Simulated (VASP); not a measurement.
# Ti (P6/mmm) in VASP: further runs

Ti is run at these levels: LDA; tasks: single point.

All numbers are computed with VASP 6.6.1; they aren't measurements. Logs are shortened: lines on timing, memory, paths and dates and some standing lists are left out, and cuts for length are marked.

**1. The cell of the first run**

It takes space group P6/mmm (No. 191, hexagonal). Conventional cell: a = 4.454 Å, b = 4.454 Å, c = 2.770 Å, α = 90.00°, β = 90.00°, γ = 120.00°. Within 3.7 Å of Ti (site symmetry 6/mmm) lie 14 Ti at 2.77 to 2.92 Å. Ti (site symmetry -6m2) has 11 Ti at 2.57 to 2.92 Å within 3.4 Å.

**2. Single point, LDA**

The input, INCAR:

```
SYSTEM = Ti
PREC     = Accurate       ! precision mode
ENCUT    = 520            ! plane-wave cutoff, eV
EDIFF    = 1E-7           ! SCF threshold, eV
ISMEAR   = -1             ! smearing method
SIGMA    = 0.1            ! smearing width, eV
LREAL    = .False.        ! projectors in reciprocal space
LASPH    = .True.         ! aspherical terms in the spheres
NELM     = 100            ! most SCF steps
ALGO     = Normal         ! electronic algorithm
ISIF     = 2              ! what is computed and relaxed
LWAVE    = .False.        ! write WAVECAR
LCHARG   = .False.        ! write CHGCAR
GGA      = CA             ! functional
NBANDS   = 25             ! bands
```

The input, KPOINTS:

```
regular mesh
0
Gamma
  9 9 13
  0 0 0
```

The input, POSCAR:

```
Ti
1.0
    4.4537085845      0.0000000000      0.0000000000
   -2.2268542923      3.8570247752      0.0000000000
    0.0000000000      0.0000000000      2.7697872733
Ti
3
Direct
    0.0000000000      1.0000000000      0.0000000000
    0.3333333333      0.6666666667      0.5000000000
    0.6666666667      0.3333333333      0.5000000000
```

Potentials or basis: VASP PAW LDA potentials, release 64 (Ti_sv).

Command:

```bash
> cat potpaw_LDA.64/Ti_sv/POTCAR > POTCAR
> mpirun -np 1 vasp_std > vasp.out
```

OUTCAR:

```text
SYSTEM = Ti
   PREC = Accurate
   ENCUT = 520
   EDIFF = 1E-7
   ISMEAR = -1
   LREAL = .False.
   LASPH = .True.
   NELM = 100
   ISIF = 2
   GGA = CA

 ion  position               nearest neighbor table
   1  0.000  0.000  0.000-   2 2.92   3 2.92   2 2.92   3 2.92   2 2.92   2 2.92   3 2.92   3 2.92
                             3 2.92   3 2.92   2 2.92   2 2.92
   2  0.333  0.667  0.500-   3 2.57   3 2.57   3 2.57   1 2.92   1 2.92   1 2.92   1 2.92   1 2.92
                             1 2.92
   3  0.667  0.333  0.500-   2 2.57   2 2.57   2 2.57   1 2.92   1 2.92   1 2.92   1 2.92   1 2.92
                             1 2.92

  LATTYP: Found a hexagonal cell.
 ALAT       =     4.4537085845
 C/A-ratio  =     0.6219058164

  Lattice vectors:

 A1 = (   4.4537085845,   0.0000000000,   0.0000000000)
 A2 = (  -2.2268542923,   3.8570247752,   0.0000000000)
 A3 = (   0.0000000000,   0.0000000000,   2.7697872733)

Analysis of symmetry for initial positions (statically):
=====================================================================
 Subroutine PRICEL returns:
 Original cell was already a primitive cell.

 Routine SETGRP: Setting up the symmetry group for a
 hexagonal supercell.

 Subroutine GETGRP returns: Found 24 space group operations
 (whereof 24 operations were pure point group operations)
 out of a pool of 24 trial point group operations.

The static configuration has the point symmetry D_6h.

Analysis of symmetry for dynamics (positions and initial velocities):
=====================================================================
 Subroutine PRICEL returns:
 Original cell was already a primitive cell.

 Routine SETGRP: Setting up the symmetry group for a
 hexagonal supercell.

 Subroutine GETGRP returns: Found 24 space group operations
 (whereof 24 operations were pure point group operations)
 out of a pool of 24 trial point group operations.

The dynamic configuration has the point symmetry D_6h.

 Subroutine INISYM returns: Found 24 space group operations
 (whereof 24 operations are pure point group operations),
 and found     1 'primitive' translations

----------------------------------------------------------------------------------------

                                     Primitive cell

  volume of cell :      47.5796

  direct lattice vectors                    reciprocal lattice vectors
     4.453708585  0.000000000  0.000000000     0.224531978  0.129633598  0.000000000
    -2.226854292  3.857024775  0.000000000     0.000000000  0.259267196  0.000000000
[... 80 lines left out ...]
   ICHARG =      2    charge: 1-file 2-atom 10-const
   ISPIN  =      1    spin polarized calculation?
   LNONCOLLINEAR =      F non collinear calculations
   LSORBIT =      F    spin-orbit coupling
   LASPH  =      T    aspherical Exc in radial PAW
   ENCUT  =  520.0 eV  38.22 Ry    6.18 a.u.   8.28  8.28  5.15*2*pi/ulx,y,z
   NELM   =    100;   NELMIN=  2; NELMDL= -5     # of ELM steps
   EDIFF  = 0.1E-06   stopping-criterion for ELM
   LREAL  =      F    real-space projection
   EDIFFG = 0.1E-05   stopping-criterion for IOM
   NSW    =      0    number of steps for IOM
   IBRION =     -1    ionic relax: 0-MD 1-quasi-New 2-CG
   NFREE  =      0    steps in history (QN), initial steepest desc. (CG)
   ISIF   =      2    stress and relaxation
   ISYM   =      2    0-nonsym 1-usesym 2-fastsym
   POTIM  = 0.5000    time-step for ionic-motion
   TEBEG  =    0.0;   TEEND  =   0.0 temperature during run
   PSTRESS=    0.0 pullay stress
   NELECT =      36.0000    total number of electrons
   NUPDOWN=      -1.0000    fix difference up-down
   EMIN   =  10.00;   EMAX   =-10.00  energy-range for DOS
   EFERMI =   0.00;   METHOD = LEGACY
   ISMEAR =    -1;   SIGMA  =   0.10  broadening in eV -4-tet -1-fermi 0-gaus
   EFERMI_NEDOS =   21; number of points for ismear=-14 and -15
   IALGO  =     38    algorithm
   IMIX   =      4    mixing-type and parameters
     AMIX     =   0.40;   BMIX     =  1.00
     AMIX_MAG =   1.60;   BMIX_MAG =  1.00
  volume/ion in A,a.u.               =      15.86       107.03
  Fermi-wavevector in a.u.,A,eV,Ry     =   1.491771  2.819038 30.278137  2.225380
  Thomas-Fermi vector in A             =   2.604384
   LORBIT       =      0    0 simple, 1 ext, 2 COOP (PROOUT), +10 PAW based schemes
   GGA     = CA    functional components
   LHFCALC =     F    Hartree Fock is set to
   AEXX    =    0.0000 exact exchange contribution
   IVDW    =     0    specifies the selected vdW correction
   LEPSILON=     F    determine dielectric tensor
   LRPA    =     F    only Hartree local field effects (RPA)
 non-spin polarized calculation
  energy-cutoff  :      520.00
  volume of cell :       47.58
 maximum number of plane-waves:      1313
 NGX is ok and might be reduce to    36
   NGX = 17   NGY = 17   NGZ = 11

 number of electron      36.0000006 magnetization

 Free energy of the ion-electron system (eV)
  ---------------------------------------------------
  ext. energy  EPLUGINS =         0.00000000
  ---------------------------------------------------
  free energy    TOTEN  =       -25.76759240 eV

  energy without entropy =      -25.66695210  energy(sigma->0) =      -25.71727225

 E-fermi :   8.9496     XC(G=0): -12.2253

 val. band max:        8.9487155177   @ k =   0.2222   0.1111   0.0769
 cond. band min:       8.9559830825   @ k =   0.3333   0.1111   0.0000
 fundamental gap:      0.0072675648
 Fermi energy:         8.9496390898

 k-point     1 :       0.0000    0.0000    0.0000
  band No.  band energies     occupation
      1     -47.0646      2.00000
      2     -46.8183      2.00000
      3     -46.6028      2.00000
      4     -23.7908      2.00000
      5     -23.7908      2.00000
      6     -23.7601      2.00000
[... 661 lines left out ...]
     24      10.9106      0.00000
     25      12.0574      0.00000

 [... further k-points ...]
[... 5 lines left out ...]
  --------------------------------------------------------------------------------------
  -------------------------------------------------------------------------------------
  Total       -0.0481679     -0.0481679     -0.0297512      0.0000000      0.0000000     -0.0000000
  in kB       -1.6219883     -1.6219883     -1.0018304      0.0000000      0.0000000     -0.0000000
  external PRESSURE =      -1.4152690 kB  Pullay stress =       0.0000000 kB

 VOLUME and BASIS-vectors are now :
 -----------------------------------------------------------------------------
  energy-cutoff  :      520.00
  volume of cell :       47.58
      direct lattice vectors                 reciprocal lattice vectors
     4.453708585  0.000000000  0.000000000     0.224531978  0.129633598  0.000000000
    -2.226854292  3.857024775  0.000000000     0.000000000  0.259267196  0.000000000
     0.000000000  0.000000000  2.769787273     0.000000000  0.000000000  0.361038557

 POSITION                                       TOTAL-FORCE (eV/Angst)
 -----------------------------------------------------------------------------------
      0.00000      0.00000      0.00000         0.000000      0.000000     -0.000000
     -0.00000      2.57135      1.38489        -0.000000     -0.000000      0.000000
      2.22685      1.28567      1.38489         0.000000      0.000000     -0.000000
 -----------------------------------------------------------------------------------
    total drift:                                0.000000      0.000000     -0.000000

  FREE ENERGIE OF THE ION-ELECTRON SYSTEM (eV)
  ---------------------------------------------------
  free  energy   TOTEN  =       -25.7675923987 eV

  energy  without entropy=      -25.6669521037  energy(sigma->0) =      -25.71727225
```

OSZICAR:

```text
N       E                     dE             d eps       ncg     rms          rms(c)
DAV:   1     0.430368156052E+03    0.43037E+03   -0.18624E+04  4200   0.181E+03
DAV:   2     0.200422499526E+02   -0.41033E+03   -0.40332E+03  4236   0.518E+02
DAV:   3    -0.252276744682E+02   -0.45270E+02   -0.44155E+02  7756   0.147E+02
DAV:   4    -0.285145346305E+02   -0.32869E+01   -0.32699E+01  5790   0.371E+01
DAV:   5    -0.286561644679E+02   -0.14163E+00   -0.14156E+00  6544   0.645E+00    0.157E+01
DAV:   6    -0.257740608181E+02    0.28821E+01   -0.10104E+01  5419   0.308E+01    0.424E+00
DAV:   7    -0.258148202850E+02   -0.40759E-01   -0.18141E+00  6246   0.117E+01    0.339E+00
DAV:   8    -0.257475106040E+02    0.67310E-01   -0.72949E-01  6217   0.875E+00    0.231E+00
DAV:   9    -0.257819118028E+02   -0.34401E-01   -0.37621E-01  5760   0.683E+00    0.961E-01
DAV:  10    -0.257668529076E+02    0.15059E-01   -0.85268E-02  5673   0.346E+00    0.101E-01
DAV:  11    -0.257674881288E+02   -0.63522E-03   -0.70485E-03  5756   0.745E-01    0.153E-01
DAV:  12    -0.257676152786E+02   -0.12715E-03   -0.71193E-04  5646   0.235E-01    0.583E-02
DAV:  13    -0.257675941063E+02    0.21172E-04   -0.13413E-04  6092   0.114E-01    0.135E-02
DAV:  14    -0.257675921703E+02    0.19360E-05   -0.13769E-05  5196   0.446E-02    0.524E-03
DAV:  15    -0.257675923460E+02   -0.17569E-06   -0.13646E-06  6190   0.135E-02    0.279E-03
DAV:  16    -0.257675923987E+02   -0.52727E-07   -0.30238E-07  4287   0.505E-03
   1 F= -.25767592E+02 E0= -.25717272E+02  d E =-.100640E+00
```

Run time: 46 s. Hardware: 1 thread of Intel Xeon 6975P-C (Granite Rapids), shared host; peak memory 0.2 GiB.

What came out:

- Free energy: -25.7676 eV
- Pressure: -0.1 GPa
- Band gap on the k mesh: zero (band 18 reaches 9.21 eV, above the bottom of band 19 at 8.85 eV)

Levels at points of the mesh, in eV from the Fermi level:
| k point | band 16 | band 17 | band 18 | band 19 | band 20 | band 21 |
| --- | --- | --- | --- | --- | --- | --- |
| (0.00, 0.00, 0.00) | -0.67 | -0.56 | -0.56 | 0.01 | 0.74 | 1.38 |

**3. Single point, LDA (volume scaled by 1.04)**

The input, INCAR:

```
SYSTEM = Ti
ALGO = Normal ; EDIFF = 1E-6
ENCUT = 520 ; GGA = CA
ISIF = 2 ; ISMEAR = -1
LASPH = .True. ; LCHARG = .False.
LREAL = .False. ; LWAVE = .False.
NBANDS = 25 ; NELM = 100
PREC = Accurate ; SIGMA = 0.1
```

The input, KPOINTS:

```
k-points
0
Gamma
  9 9 13
  0 0 0
```

The input, POSCAR:

```
Ti
1.0
    4.5123167343      0.0000000000      0.0000000000
   -2.2561583671      3.9077809218      0.0000000000
    0.0000000000      0.0000000000      2.8062360226
Ti
3
Direct
    0.0000000000      1.0000000000      0.0000000000
    0.3333333333      0.6666666667      0.5000000000
    0.6666666667      0.3333333333      0.5000000000
```

Potentials or basis: VASP PAW LDA potentials, release 64 (Ti_sv).

Command:

```bash
> cat potpaw_LDA.64/Ti_sv/POTCAR > POTCAR
> mpirun -np 1 vasp_std > vasp.out
```

Run time: 43 s. Hardware: 1 thread of Intel Xeon 6975P-C (Granite Rapids), shared host; peak memory 0.2 GiB.

It converged, with:

```yaml
Free_energy: -25.7384 eV
Pressure: -4.7 GPa
Band_gap_on_the_k_mesh: zero (band 18 reaches 8.73 eV, above the bottom of band 19 at 8.43 eV)
```

Stress tensor (GPa, compression positive):
```
-4.69  0.00  0.00
 0.00 -4.69  0.00
 0.00  0.00 -4.87
```

Levels at points of the mesh, in eV from the Fermi level:
| k point | band 14 | band 15 | band 16 | band 17 | band 18 | band 19 | band 20 | band 21 | band 22 | band 23 |
| --- | --- | --- | --- | --- | --- | --- | --- | --- | --- | --- |
| (0.00, 0.00, 0.00) | -2.04 | -0.66 | -0.66 | -0.55 | -0.55 | 0.00 | 0.72 | 1.33 | 1.33 | 1.85 |

**4. Single point, LDA (volume scaled by 1.08)**

The input, INCAR:

```
  PREC = Accurate
  ENCUT = 520
  EDIFF = 1E-7
  ISMEAR = -1
  SIGMA = 0.1
  LREAL = False
  LASPH = True
  NELM = 60
  ALGO = Normal
  ISIF = 2
  LWAVE = False
  LCHARG = True
  GGA = CA
  LELF = True
  LVHAR = True
  NBANDS = 25
```

The input, KPOINTS:

```
Automatic mesh
0
Gamma
  9 9 13
```

The input, POSCAR:

```
Ti
1.0
    4.5694407318      0.0000000000      0.0000000000
   -2.2847203659      3.9572517548      0.0000000000
    0.0000000000      0.0000000000      2.8417617689
Ti
3
Direct
    0.0000000000      1.0000000000      0.0000000000
    0.3333333333      0.6666666667      0.5000000000
    0.6666666667      0.3333333333      0.5000000000
```

Command:

```bash
> cat potpaw_LDA.64/Ti_sv/POTCAR > POTCAR
> mpirun -np 1 vasp_std > vasp.out
```

Wall time 48 s (1 thread of Intel Xeon 6975P-C (Granite Rapids), shared host); peak memory 0.2 GiB.

The run converged. Its results:

| Property | Result |
| --- | --- |
| Free energy | -25.6592 eV |
| Pressure | -8.6 GPa |
| Band gap on the k mesh | zero (band 18 reaches 8.31 eV, above the bottom of band 19 at 8.04 eV) |

Stress tensor (GPa, compression positive):
```
-8.46  0.00  0.00
 0.00 -8.46  0.00
 0.00  0.00 -8.84
```

Levels at points of the mesh, in eV from the Fermi level:
| k point | band 16 | band 17 | band 18 | band 19 | band 20 | band 21 |
| --- | --- | --- | --- | --- | --- | --- |
| (0.00, 0.00, 0.00) | -0.66 | -0.55 | -0.55 | 0.00 | 0.70 | 1.29 |

**5. Summary**

```tsv
cell	gap on the mesh (eV)	pressure (GPa)
a = 4.454, b = 4.454, c = 2.770 Å, angles 90.0, 90.0, 120.0°, 3 atoms	none	-0.1
a = 4.512, b = 4.512, c = 2.806 Å, angles 90.0, 90.0, 120.0°, 3 atoms	none	-4.7
a = 4.569, b = 4.569, c = 2.842 Å, angles 90.0, 90.0, 120.0°, 3 atoms	none	-8.6
```

Alike in all rows: task single point; level LDA; potentials or basis VASP PAW LDA potentials, release 64 (Ti_sv); no spin polarisation; k mesh 9 × 9 × 13; cutoff (eV) 520; smearing fermi-dirac 0.1 eV.

Absolute energies hang on the potentials; compare differences alone.
